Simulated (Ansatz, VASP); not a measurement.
Two plane-wave programs on Al3BN2

```xyz
6
Lattice="3.1009 0.0000 0.0000 -1.5505 2.6855 0.0000 0.0000 0.0000 8.5190" Properties=species:S:1:pos:R:3 pbc="T T T"
Al    1.5505    0.8952    5.7571
Al    0.0000    0.0000   -0.2053
Al    0.0000    1.7903    3.2164
B     0.0000    0.0000    1.9372
N     1.5505    0.8952    7.6279
N     0.0000    1.7903    5.0939
```

Alike in both runs: functional PBE; k mesh 4 × 4 × 2; occupations gaussian, width 0.15 eV; no spin polarisation.

Ansatz relaxed the structure, and its values are those at the end. VASP's run is a single point on that final structure, the one shown.

```csv
,VASP,Ansatz
version,VASP 6.6.1,Ansatz 0.2.0
potentials or method,"VASP PAW PBE potentials, release 64 (Al, B, N), cutoff 600 eV","scalar-relativistic, plane waves, PAW"
valence electrons in the cell,22,22
```

|  | VASP | Ansatz | Ansatz less VASP |
| --- | --- | --- | --- |
| gap on the k mesh at the Fermi level (eV) | none | none | - |
| pressure (GPa) | -0.2 | 0.1 | +0.26 |
| rms of the force components (eV/Å) | 0.017 | 0.018 | +0.0001 |

A gap of «none» marks a metal or a gap that the smearing closes.

The k mesh is coarse, so the values compare programs but aren't converged.
